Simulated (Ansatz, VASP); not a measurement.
# As in VASP and in Ansatz

```xyz
2
Lattice="1.8456 1.0655 3.6415 -1.8456 1.0655 3.6415 0.0000 -2.1311 3.6415" Properties=species:S:1:pos:R:3 pbc="T T T"
As    0.0000    0.0000    2.4519
As    0.0000    0.0000    8.4728
```

Change from the starting cell: volume scaled by 0.95, crystal datasets.

Alike in both runs: task electric field gradients; functional PBEsol; k mesh 12 × 12 × 12; occupations fermi-dirac, width 0.05 eV; no spin polarisation.

|  | VASP | Ansatz |
| --- | --- | --- |
| version | VASP 6.6.1 | Ansatz 0.2.0 |
| potentials or method | VASP PAW PBE potentials, release 64 (As), cutoff 520 eV | all-electron PAW with datasets made for the crystal, scalar-relativistic |

```tsv
	VASP	Ansatz	Ansatz less VASP
pressure (GPa)	2.9	2.5	-0.48
traceless stress, the component that is largest in VASP (GPa)	-1.61	-1.48	+0.122
rms of the force components (eV/Å)	0.381	0.330	-0.0512
size of Vzz on the site where it differs most (V/Å²)	51.5	56.0	+4.49
```

VASP's potentials were made for PBE, not for PBEsol. Atom by atom the forces differ by 0.051 eV/Å (rms over components). Ansatz ran all-electron here, and VASP with PAW potentials.
